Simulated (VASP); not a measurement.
# Sr2Br3 (Pm-3m) in VASP: notebook

Sr2Br3 is run at these levels: PBE; tasks: single point, relaxation of cell and atoms.

Everything below comes from runs of VASP 6.6.1. Logs are shortened: lines on timing, memory, paths and dates and some standing lists are left out, and cuts for length are marked.

## Step 1: The cell of the first run

Symmetry: Pm-3m, No. 221, cubic system. The conventional cell has a = 5.965 Å, b = 5.965 Å, c = 5.965 Å, α = 90.00°, β = 90.00°, γ = 90.00°. Sr (site symmetry m-3m) has 12 Br at 4.22 Å and 8 Sr at 5.17 Å within 5.5 Å. Sr (site symmetry m-3m) has 6 Br at 2.98 Å within 3.9 Å. Br (site symmetry 4/mmm) has 2 Sr at 2.98 Å within 3.9 Å.

## Step 2: Single point, PBE

Contents of INCAR:

```
ALGO     = Normal         # electronic algorithm
EDIFF    = 1E-6           # SCF threshold, eV
ENCUT    = 520            # plane-wave cutoff, eV
GGA      = PE             # functional
ISIF     = 2              # what is computed and relaxed
ISMEAR   = 0              # smearing method
LASPH    = T              # aspherical terms in the spheres
LCHARG   = F              # write CHGCAR
LREAL    = F              # projectors in reciprocal space
LWAVE    = F              # write WAVECAR
NBANDS   = 28             # bands
NELM     = 100            # most SCF steps
PREC     = Accurate       # precision mode
SIGMA    = 0.1            # smearing width, eV
```

Contents of KPOINTS:

```
k-points
0
Gamma
  6 6 6
```

Contents of POSCAR:

```
Sr2Br3
1.0
    5.9652484767      0.0000000000      0.0000000000
    0.0000000000      5.9652484767      0.0000000000
    0.0000000000      0.0000000000      5.9652484767
Sr Br
2 3
Direct
    0.0000000000      0.0000000000      0.0000000000
    0.5000000000      0.5000000000      0.5000000000
    0.0000000000      0.5000000000      0.5000000000
    0.5000000000      0.0000000000      0.5000000000
    0.5000000000      0.5000000000      0.0000000000
```

Potentials or basis: VASP PAW PBE potentials, release 64 (Sr_sv, Br).

Command:

```
$ cat potpaw_PBE.64/Sr_sv/POTCAR potpaw_PBE.64/Br/POTCAR > POTCAR
$ mpirun -np 1 vasp_std > vasp.out
```

OUTCAR:

```text
EDIFF = 1E-6
   ENCUT = 520
   GGA = PE
   ISIF = 2
   ISMEAR = 0
   LASPH = T
   LREAL = F
   NELM = 100
   PREC = Accurate

 ion  position               nearest neighbor table
   1  0.000  0.000  0.000-
   2  0.500  0.500  0.500-   3 2.98   4 2.98   5 2.98   5 2.98   4 2.98   3 2.98
   3  0.000  0.500  0.500-   2 2.98   2 2.98
   4  0.500  0.000  0.500-   2 2.98   2 2.98
   5  0.500  0.500  0.000-   2 2.98   2 2.98

  LATTYP: Found a simple cubic cell.
 ALAT       =     5.9652484767

  Lattice vectors:

 A1 = (   5.9652484767,   0.0000000000,   0.0000000000)
 A2 = (   0.0000000000,   5.9652484767,   0.0000000000)
 A3 = (   0.0000000000,   0.0000000000,   5.9652484767)

Analysis of symmetry for initial positions (statically):
=====================================================================
 Subroutine PRICEL returns:
 Original cell was already a primitive cell.

 Routine SETGRP: Setting up the symmetry group for a
 simple cubic supercell.

 Subroutine GETGRP returns: Found 48 space group operations
 (whereof 48 operations were pure point group operations)
 out of a pool of 48 trial point group operations.

The static configuration has the point symmetry O_h .

Analysis of symmetry for dynamics (positions and initial velocities):
=====================================================================
 Subroutine PRICEL returns:
 Original cell was already a primitive cell.

 Routine SETGRP: Setting up the symmetry group for a
 simple cubic supercell.

 Subroutine GETGRP returns: Found 48 space group operations
 (whereof 48 operations were pure point group operations)
 out of a pool of 48 trial point group operations.

The dynamic configuration has the point symmetry O_h .

 Subroutine INISYM returns: Found 48 space group operations
 (whereof 48 operations are pure point group operations),
 and found     1 'primitive' translations

----------------------------------------------------------------------------------------

                                     Primitive cell

  volume of cell :     212.2685

  direct lattice vectors                    reciprocal lattice vectors
     5.965248477  0.000000000  0.000000000     0.167637610  0.000000000  0.000000000
     0.000000000  5.965248477  0.000000000     0.000000000  0.167637610  0.000000000
     0.000000000  0.000000000  5.965248477     0.000000000  0.000000000  0.167637610

  length of vectors
     5.965248477  5.965248477  5.965248477     0.167637610  0.167637610  0.167637610

  position of ions in fractional coordinates (direct lattice)
     0.000000000  0.000000000  0.000000000
     0.500000000  0.500000000  0.500000000
     0.000000000  0.500000000  0.500000000
     0.500000000  0.000000000  0.500000000
     0.500000000  0.500000000  0.000000000

  ion indices of the primitive-cell ions
   primitive index   ion index
                 1           1
                 2           2
                 3           3
                 4           4
                 5           5

----------------------------------------------------------------------------------------

 KPOINTS: k-points

Automatic generation of k-mesh.
 Grid dimensions read from file:
 generate k-points for:    6    6    6

 Generating k-lattice:

  Cartesian coordinates                     Fractional coordinates (reciprocal lattice)
     0.027939602  0.000000000  0.000000000     0.166666667  0.000000000  0.000000000
     0.000000000  0.027939602  0.000000000     0.000000000  0.166666667  0.000000000
     0.000000000  0.000000000  0.027939602     0.000000000  0.000000000  0.166666667

  Length of vectors
     0.027939602  0.027939602  0.027939602

  Shift w.r.t. Gamma in fractional coordinates (k-lattice)
     0.000000000  0.000000000  0.000000000

 Subroutine IBZKPT returns following result:
 ===========================================

 Found     20 irreducible k-points:

 Following reciprocal coordinates:
            Coordinates               Weight
  0.000000  0.000000  0.000000      1.000000
  0.166667  0.000000  0.000000      6.000000
  0.333333  0.000000  0.000000      6.000000
  0.500000  0.000000  0.000000      3.000000
  0.166667  0.166667  0.000000     12.000000
  0.333333  0.166667  0.000000     24.000000
[... 12 lines left out ...]
  0.500000  0.500000  0.333333      6.000000
  0.500000  0.500000  0.500000      1.000000
   k-points           NKPTS =     20   k-points in BZ     NKDIM =     20   number of bands    NBANDS=     28
   number of dos      NEDOS =    301   number of ions     NIONS =      5
   total plane-waves  NPLWV = 110592
   dimension x,y,z NGX =    48 NGY =   48 NGZ =   48
   dimension x,y,z NGXF=    96 NGYF=   96 NGZF=   96
   ions per type =               2   3
   NGX,Y,Z   is equivalent  to a cutoff of  13.38, 13.38, 13.38 a.u.
   NGXF,Y,Z  is equivalent  to a cutoff of  26.75, 26.75, 26.75 a.u.
 SYSTEM =  unknown system
   PREC   = accura    normal or accurate (medium, high low for compatibility)
   ISTART =      0    job   : 0-new  1-cont  2-samecut
   ICHARG =      2    charge: 1-file 2-atom 10-const
   ISPIN  =      1    spin polarized calculation?
   LNONCOLLINEAR =      F non collinear calculations
   LSORBIT =      F    spin-orbit coupling
   LASPH  =      T    aspherical Exc in radial PAW
   ENCUT  =  520.0 eV  38.22 Ry    6.18 a.u.  11.09 11.09 11.09*2*pi/ulx,y,z
   NELM   =    100;   NELMIN=  2; NELMDL= -5     # of ELM steps
   EDIFF  = 0.1E-05   stopping-criterion for ELM
   LREAL  =      F    real-space projection
   EDIFFG = 0.1E-04   stopping-criterion for IOM
   NSW    =      0    number of steps for IOM
   IBRION =     -1    ionic relax: 0-MD 1-quasi-New 2-CG
   NFREE  =      0    steps in history (QN), initial steepest desc. (CG)
   ISIF   =      2    stress and relaxation
   ISYM   =      2    0-nonsym 1-usesym 2-fastsym
   POTIM  = 0.5000    time-step for ionic-motion
   TEBEG  =    0.0;   TEEND  =   0.0 temperature during run
   PSTRESS=    0.0 pullay stress
   NELECT =      41.0000    total number of electrons
   NUPDOWN=      -1.0000    fix difference up-down
   EMIN   =  10.00;   EMAX   =-10.00  energy-range for DOS
   EFERMI =   0.00;   METHOD = LEGACY
   ISMEAR =     0;   SIGMA  =   0.10  broadening in eV -4-tet -1-fermi 0-gaus
   EFERMI_NEDOS =   21; number of points for ismear=-14 and -15
   IALGO  =     38    algorithm
   IMIX   =      4    mixing-type and parameters
     AMIX     =   0.40;   BMIX     =  1.00
     AMIX_MAG =   1.60;   BMIX_MAG =  1.00
  volume/ion in A,a.u.               =      42.45       286.49
  Fermi-wavevector in a.u.,A,eV,Ry     =   0.946326  1.788297 12.184473  0.895533
  Thomas-Fermi vector in A             =   2.074313
   LORBIT       =      0    0 simple, 1 ext, 2 COOP (PROOUT), +10 PAW based schemes
   GGA     = PE    functional components
   LHFCALC =     F    Hartree Fock is set to
   AEXX    =    0.0000 exact exchange contribution
   IVDW    =     0    specifies the selected vdW correction
   LEPSILON=     F    determine dielectric tensor
   LRPA    =     F    only Hartree local field effects (RPA)
 non-spin polarized calculation
 Gauss-broadening in eV      SIGMA  =   0.10
  energy-cutoff  :      520.00
  volume of cell :      212.27
 maximum number of plane-waves:      5832
 NGX is ok and might be reduce to    48
   NGX = 23   NGY = 23   NGZ = 23

 number of electron      40.9999992 magnetization

 Free energy of the ion-electron system (eV)
  ---------------------------------------------------
  ext. energy  EPLUGINS =         0.00000000
  ---------------------------------------------------
  free energy    TOTEN  =       -16.19089251 eV

  energy without entropy =      -16.17928170  energy(sigma->0) =      -16.18508710

 E-fermi :   2.6880     XC(G=0):  -7.3658

 val. band max:        2.6703111807   @ k =   0.3333   0.3333   0.3333
 cond. band min:       2.7391234142   @ k =   0.3333   0.3333   0.1667
 fundamental gap:      0.0688122335
 Fermi energy:         2.6879916988

 k-point     1 :       0.0000    0.0000    0.0000
  band No.  band energies     occupation
      1     -36.1066      2.00000
      2     -34.2154      2.00000
      3     -18.0002      2.00000
      4     -18.0002      2.00000
      5     -18.0002      2.00000
      6     -16.3016      2.00000
[... 20 lines left out ...]
     27       4.8993      0.00000
     28       4.8995      0.00000

 k-point     2 :       0.1667    0.0000    0.0000
  band No.  band energies     occupation
      1     -36.1066      2.00000
      2     -34.2154      2.00000
      3     -18.0007      2.00000
      4     -18.0002      2.00000
      5     -18.0002      2.00000
      6     -16.3388      2.00000
[... 20 lines left out ...]
     27       4.7721      0.00000
     28       4.9913      0.00000

 k-point     3 :       0.3333    0.0000    0.0000
  band No.  band energies     occupation
      1     -36.1066      2.00000
      2     -34.2153      2.00000
      3     -18.0018      2.00000
      4     -18.0001      2.00000
      5     -18.0001      2.00000
      6     -16.4082      2.00000
[... 20 lines left out ...]
     27       4.4593      0.00000
     28       4.8279      0.00000

 k-point     4 :       0.5000    0.0000    0.0000
  band No.  band energies     occupation
      1     -36.1066      2.00000
      2     -34.2152      2.00000
      3     -18.0023      2.00000
      4     -18.0000      2.00000
      5     -18.0000      2.00000
      6     -16.4408      2.00000
[... 20 lines left out ...]
     27       4.4127      0.00000
     28       4.4229      0.00000

 k-point     5 :       0.1667    0.1667    0.0000
  band No.  band energies     occupation
      1     -36.1066      2.00000
      2     -34.2153      2.00000
      3     -18.0007      2.00000
      4     -18.0006      2.00000
      5     -18.0001      2.00000
      6     -16.3391      2.00000
[... 20 lines left out ...]
     27       4.7767      0.00000
     28       5.0059      0.00000

 k-point     6 :       0.3333    0.1667    0.0000
  band No.  band energies     occupation
      1     -36.1066      2.00000
      2     -34.2152      2.00000
      3     -18.0017      2.00000
      4     -18.0006      2.00000
      5     -18.0001      2.00000
      6     -16.4079      2.00000
[... 339 lines left out ...]
      5     -18.0012      2.00000
      6     -16.4075      2.00000
[... 20 lines left out ...]
     27       4.9488      0.00000
     28       5.7037      0.00000

 k-point    18 :       0.5000    0.3333    0.3333
  band No.  band energies     occupation
      1     -36.1066      2.00000
      2     -34.2150      2.00000
      3     -18.0017      2.00000
      4     -18.0012      2.00000
      5     -18.0011      2.00000
      6     -16.4393      2.00000
[... 20 lines left out ...]
     27       5.4357      0.00000
     28       5.6867      0.00000

 k-point    19 :       0.5000    0.5000    0.3333
  band No.  band energies     occupation
      1     -36.1066      2.00000
      2     -34.2149      2.00000
      3     -18.0015      2.00000
      4     -18.0015      2.00000
      5     -18.0010      2.00000
      6     -16.4391      2.00000
[... 20 lines left out ...]
     27       5.8025      0.00000
     28       5.9751      0.00000

 k-point    20 :       0.5000    0.5000    0.5000
  band No.  band energies     occupation
      1     -36.1066      2.00000
      2     -34.2149      2.00000
      3     -18.0014      2.00000
      4     -18.0014      2.00000
      5     -18.0014      2.00000
      6     -16.4389      2.00000
[... 20 lines left out ...]
     27       6.1201      0.00000
     28       6.1207      0.00000

------------------------ aborting loop because EDIFF is reached ----------------------------------------

  FORCE on cell =-STRESS in cart. coord.  units (eV):
  Direction    XX          YY          ZZ          XY          YZ          ZX
  --------------------------------------------------------------------------------------
  -------------------------------------------------------------------------------------
  Total        0.0553224      0.0553224      0.0553224      0.0000000      0.0000000      0.0000000
  in kB        0.4175669      0.4175669      0.4175669      0.0000000      0.0000000      0.0000000
  external PRESSURE =       0.4175669 kB  Pullay stress =       0.0000000 kB

 VOLUME and BASIS-vectors are now :
 -----------------------------------------------------------------------------
  energy-cutoff  :      520.00
  volume of cell :      212.27
      direct lattice vectors                 reciprocal lattice vectors
     5.965248477  0.000000000  0.000000000     0.167637610  0.000000000  0.000000000
     0.000000000  5.965248477  0.000000000     0.000000000  0.167637610  0.000000000
     0.000000000  0.000000000  5.965248477     0.000000000  0.000000000  0.167637610

 POSITION                                       TOTAL-FORCE (eV/Angst)
 -----------------------------------------------------------------------------------
      0.00000      0.00000      0.00000         0.000000      0.000000      0.000000
      2.98262      2.98262      2.98262         0.000000      0.000000      0.000000
      0.00000      2.98262      2.98262         0.000000      0.000000      0.000000
      2.98262      0.00000      2.98262         0.000000      0.000000      0.000000
      2.98262      2.98262      0.00000         0.000000      0.000000      0.000000
 -----------------------------------------------------------------------------------
    total drift:                                0.000000     -0.000000     -0.000000

  FREE ENERGIE OF THE ION-ELECTRON SYSTEM (eV)
  ---------------------------------------------------
  free  energy   TOTEN  =       -16.1908925052 eV

  energy  without entropy=      -16.1792817027  energy(sigma->0) =      -16.18508710
```

Wall time 51 s (1 thread of Intel Xeon 6975P-C (Granite Rapids), shared host); peak memory 0.37 GiB.

What came out:

```yaml
Free_energy: -16.1909 eV
Pressure: 0.0 GPa
```

Levels at points of the mesh, in eV from the Fermi level:
| k point | band 17 | band 18 | band 19 | band 20 | band 21 | band 22 | band 23 | band 24 | band 25 | band 26 |
| --- | --- | --- | --- | --- | --- | --- | --- | --- | --- | --- |
| (0.00, 0.00, 0.00) | -4.39 | -4.18 | -4.18 | -4.18 | -1.36 | 0.57 | 0.57 | 0.74 | 0.74 | 0.74 |
| (0.50, 0.00, 0.00) | -4.69 | -4.53 | -4.26 | -4.26 | 0.09 | 0.90 | 1.20 | 1.27 | 1.48 | 1.65 |
| (0.50, 0.50, 0.00) | -4.71 | -4.69 | -4.69 | -3.95 | 0.50 | 1.15 | 1.39 | 1.66 | 1.66 | 1.85 |
| (0.50, 0.50, 0.50) | -5.23 | -3.93 | -3.93 | -3.93 | -0.32 | 0.87 | 0.87 | 0.87 | 1.70 | 1.70 |

Caveat: an odd number of electrons without spin polarisation forces a metal; a magnetic or distorted state may lie lower.

## Step 3: Relaxation of cell and atoms, PBE

Contents of INCAR:

```
PREC     = Accurate       # precision mode
ENCUT    = 600            # plane-wave cutoff, eV
EDIFF    = 1E-6           # SCF threshold, eV
ISMEAR   = 0              # smearing method
SIGMA    = 0.1            # smearing width, eV
LREAL    = F              # projectors in reciprocal space
LASPH    = T              # aspherical terms in the spheres
NELM     = 100            # most SCF steps
ALGO     = Normal         # electronic algorithm
ISIF     = 3              # what is computed and relaxed
LWAVE    = F              # write WAVECAR
LCHARG   = F              # write CHGCAR
GGA      = PE             # functional
IBRION   = 2              # ionic algorithm
NSW      = 100            # ionic steps
EDIFFG   = -0.01          # ionic threshold
```

Contents of KPOINTS:

```
Automatic mesh
0
Gamma
  6 6 6
```

POSCAR is that of step 2.

Potentials or basis: VASP PAW PBE potentials, release 64 (Sr_sv, Br).

Command:

```
$ cat potpaw_PBE.64/Sr_sv/POTCAR potpaw_PBE.64/Br/POTCAR > POTCAR
$ mpirun -np 1 vasp_std > vasp.out
```

Run time: 68 s. Hardware: 1 thread of Intel Xeon 6975P-C (Granite Rapids), shared host; peak memory 0.4 GiB.

Results (log left out):

| Quantity | Value |
| --- | --- |
| Free energy | -16.1908 eV |
| Relaxed volume | 42.52 Å³/atom |
| Relaxed cell | a = 5.969 Å, b = 5.969 Å, c = 5.969 Å, α = 90.00°, β = 90.00°, γ = 90.00° |
| Space group after relaxing (to 0.05 Å) | Pm-3m (No. 221) |
| Energy gained by relaxing | 0.0 meV/atom |
| Ionic steps | 2 |
| Pressure after relaxing | 0.0 GPa |

Final structure:
```
CELL_PARAMETERS angstrom
5.96854 0.00000 0.00000
0.00000 5.96854 0.00000
0.00000 0.00000 5.96854
ATOMIC_POSITIONS crystal
Sr 0.00000 0.00000 0.00000
Sr 0.50000 0.50000 0.50000
Br 0.00000 0.50000 0.50000
Br 0.50000 0.00000 0.50000
Br 0.50000 0.50000 0.00000
```

Levels at points of the mesh, in eV from the Fermi level:
```csv
k point,band 17,band 18,band 19,band 20,band 21,band 22,band 23,band 24
"(0.00, 0.00, 0.00)",-4.38,-4.18,-4.18,-4.18,-1.36,0.58,0.58,0.75
"(0.50, 0.00, 0.00)",-4.68,-4.53,-4.25,-4.25,0.09,0.90,1.21,1.27
"(0.50, 0.50, 0.00)",-4.71,-4.68,-4.68,-3.95,0.50,1.15,1.39,1.65
"(0.50, 0.50, 0.50)",-5.22,-3.93,-3.93,-3.93,-0.32,0.87,0.87,0.87
```

Caveat: an odd number of electrons without spin polarisation forces a metal; a magnetic or distorted state may lie lower.

## Step 4: Single point, PBE

Contents of INCAR:

```
SYSTEM = Sr2Br3
PREC = Accurate ; ENCUT = 520
EDIFF = 1E-6 ; ISMEAR = 0
SIGMA = 0.1 ; LREAL = .False.
LASPH = .True. ; NELM = 100
ALGO = Normal ; ISIF = 2
LWAVE = .False. ; LCHARG = .False.
GGA = PE ; NBANDS = 28
```

Contents of KPOINTS:

```
Automatic mesh
0
Gamma
  4 4 4
  0 0 0
```

POSCAR is that of step 3.

Command:

```
$ cat potpaw_PBE.64/Sr_sv/POTCAR potpaw_PBE.64/Br/POTCAR > POTCAR
$ mpirun -np 1 vasp_std > vasp.out
```

It took 27 s on 1 thread of Intel Xeon 6975P-C (Granite Rapids), shared host; peak memory 0.33 GiB.

Results (log left out):

```yaml
Free_energy: -16.2098 eV
Pressure: 0.0 GPa
```

Levels at points of the mesh, in eV from the Fermi level:
| k point | band 18 | band 19 | band 20 | band 21 | band 22 | band 23 |
| --- | --- | --- | --- | --- | --- | --- |
| (0.00, 0.00, 0.00) | -4.21 | -4.21 | -4.21 | -1.39 | 0.54 | 0.54 |
| (0.50, 0.00, 0.00) | -4.56 | -4.28 | -4.28 | 0.06 | 0.87 | 1.17 |
| (0.50, 0.50, 0.00) | -4.71 | -4.71 | -3.98 | 0.47 | 1.12 | 1.36 |
| (0.50, 0.50, 0.50) | -3.96 | -3.96 | -3.96 | -0.35 | 0.84 | 0.84 |

Caveat: an odd number of electrons without spin polarisation forces a metal; a magnetic or distorted state may lie lower.

## Step 5: Summary

```csv
task,cell,k mesh,cutoff (eV),gap on the mesh (eV),pressure (GPa)
single point,"a = 5.965 Å, 5 atoms",6 × 6 × 6,520,none,0.0
relaxation of cell and atoms,"relaxed from a = 5.965 Å, 5 atoms",6 × 6 × 6,600,none,0.0
single point,"a = 5.965 Å, 5 atoms",4 × 4 × 4,520,none,0.0
```

Alike in all rows: level PBE; potentials or basis VASP PAW PBE potentials, release 64 (Sr_sv, Br); no spin polarisation; smearing gaussian 0.1 eV.

Caveats: an odd number of electrons without spin polarisation forces a metal; a magnetic or distorted state may lie lower.

Total energies depend on the potentials used, so only differences within one code and one set of settings carry meaning.
